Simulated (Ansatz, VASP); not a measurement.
ScAl2 in VASP and in Ansatz

```xyz
6
Lattice="0.0000 3.7777 3.7777 3.7777 0.0000 3.7777 3.7777 3.7777 0.0000" Properties=species:S:1:pos:R:3 pbc="T T T"
Sc    3.7777    3.7777    3.7777
Sc    5.6665    5.6665    5.6665
Al    0.9444    0.9444    0.9444
Al    0.9444    2.8332    2.8332
Al    2.8332    0.9444    2.8332
Al    2.8332    2.8332    0.9444
```

Alike in both runs: task single point; functional PBEsol; k mesh 1 × 1 × 1; occupations gaussian, width 0.1 eV; no spin polarisation.

```csv
,VASP,Ansatz
version,VASP 6.6.1,Ansatz 0.2.0
potentials or method,"VASP PAW PBE potentials, release 64 (Sc_sv, Al), cutoff 520 eV","scalar-relativistic, plane waves, PAW"
valence electrons in the cell,34,34
```

VASP gave:

* pressure (GPa): -0.3

Q: Which values does Ansatz return?

A: Pressure (GPa): -0.4.

VASP's potentials were made for PBE, not for PBEsol.

The k mesh is coarse, so the values compare programs but aren't converged.
